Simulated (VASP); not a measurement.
Runs of VASP 6.6.1 on La. The structure is that of space group Fd-3m (No. 227), or close to it. The cells are those of the table. This isn't the form of La at room conditions, which is double hcp.

```csv
task,cell,k mesh,gap on the mesh (eV),pressure (GPa)
single point,"a = 4.580 Å, angles 60.0°, 2 atoms",9 × 9 × 9,none,5.0
single point,"a = 4.709 Å, angles 60.0°, 2 atoms",9 × 9 × 9,none,-0.1
single point,"a = 4.709 Å, angles 60.0°, 2 atoms",8 × 8 × 8,none,-0.1
single point,"a = 4.646 Å, angles 60.0°, 2 atoms",9 × 9 × 9,none,2.1
single point,"a = 4.832 Å, angles 60.0°, 2 atoms",9 × 9 × 9,none,(b)
single point,"a = 4.771 Å, angles 60.0°, 2 atoms",9 × 9 × 9,none,-1.8
single point,"a = 4.513 Å, angles 60.0°, 2 atoms",9 × 9 × 9,none,8.6
relaxation of cell and atoms,"relaxed from a = 5.228 Å, angles 60.0°, 2 atoms",8 × 8 × 8,none,0.0
single point,"a = 4.891 Å, angles 60.0°, 2 atoms",9 × 9 × 9,none,(a)
```

Alike in all rows: level r2SCAN; potentials or basis VASP PAW PBE potentials, release 64 (La); no spin polarisation; cutoff (eV) 550; smearing fermi-dirac 0.1 eV.

Problem. Estimate the missing entries.

Solution. (a) -3.9; (b) -3.2.

Caveats: the PAW data sets were made with another functional, which shifts forces and pressure a little; spin-orbit coupling is left out, which moves the levels of the heavy elements; the cell stands under pressure (at least some runs); the cell stands under tension (at least some runs).

A k mesh can miss the band edges, and the runs leave out spin-orbit coupling on La.

A gap of «none» marks levels without a gap at the run's occupations.
